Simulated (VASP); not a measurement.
Input of a VASP 6.6.1 run:

POSCAR

```
CdS
1.0
    4.1846130530      0.0000000000      0.0000000000
   -2.0923065265      3.6239812090      0.0000000000
    0.0000000000      0.0000000000      6.7341437646
Cd S
2 2
Direct
    0.3333333333      0.6666666667     -0.0020942097
    0.6666666667      0.3333333333      0.4979057903
    0.3333333333      0.6666666667      0.3770942097
    0.6666666667      0.3333333333      0.8770942097
```

Contents of INCAR.step1:

```
SYSTEM = CdS
PREC     = Accurate       ! precision mode
ENCUT    = 520            ! plane-wave cutoff, eV
ISMEAR   = 0              ! smearing method
SIGMA    = 0.01           ! smearing width, eV
LREAL    = .False.        ! projectors in reciprocal space
LASPH    = .True.         ! aspherical terms in the spheres
NELM     = 80             ! most SCF steps
NBANDS   = 26             ! bands
GGA      = PE             ! functional
ALGO     = Normal         ! electronic algorithm
EDIFF    = 1E-4           ! SCF threshold, eV
LWAVE    = .True.         ! write WAVECAR
LCHARG   = .False.        ! write CHGCAR
```

Contents of INCAR.step2:

```
SYSTEM = CdS
PREC     = Accurate       ! precision mode
ENCUT    = 520            ! plane-wave cutoff, eV
EDIFF    = 1E-6           ! SCF threshold, eV
ISMEAR   = 0              ! smearing method
SIGMA    = 0.01           ! smearing width, eV
LREAL    = .False.        ! projectors in reciprocal space
LASPH    = .True.         ! aspherical terms in the spheres
NELM     = 80             ! most SCF steps
ALGO     = Normal         ! electronic algorithm
ISIF     = 2              ! what is computed and relaxed
LWAVE    = .False.        ! write WAVECAR
LCHARG   = .False.        ! write CHGCAR
METAGGA  = R2SCAN         ! meta-GGA
LMIXTAU  = .True.       
NBANDS   = 26             ! bands
ISTART   = 1
```

File KPOINTS:

```
regular mesh
0
Gamma
  6 6 4
  0 0 0
```

Potentials or basis: VASP PAW PBE potentials, release 64 (Cd, S).

Run with:

```sh
$ cat potpaw_PBE.64/Cd/POTCAR potpaw_PBE.64/S/POTCAR > POTCAR
$ cp INCAR.step1 INCAR
$ mpirun -np 1 vasp_std > vasp.out
$ cp INCAR.step2 INCAR
$ mpirun -np 1 vasp_std > vasp.out
```

Problem. What does it give for the pressure?

Solution. 0.0 GPa.

Problem. Predict the band gap on the k mesh.

Solution. 1.63 eV.

Stress tensor (GPa, compression positive):
```
-0.15  0.00  0.00
 0.00 -0.15  0.00
 0.00  0.00  0.30
```

Caveat: the cell differs from its parent crystal (film at in-plane strain +0.005); the PAW data sets were made with another functional, which shifts forces and pressure a little.
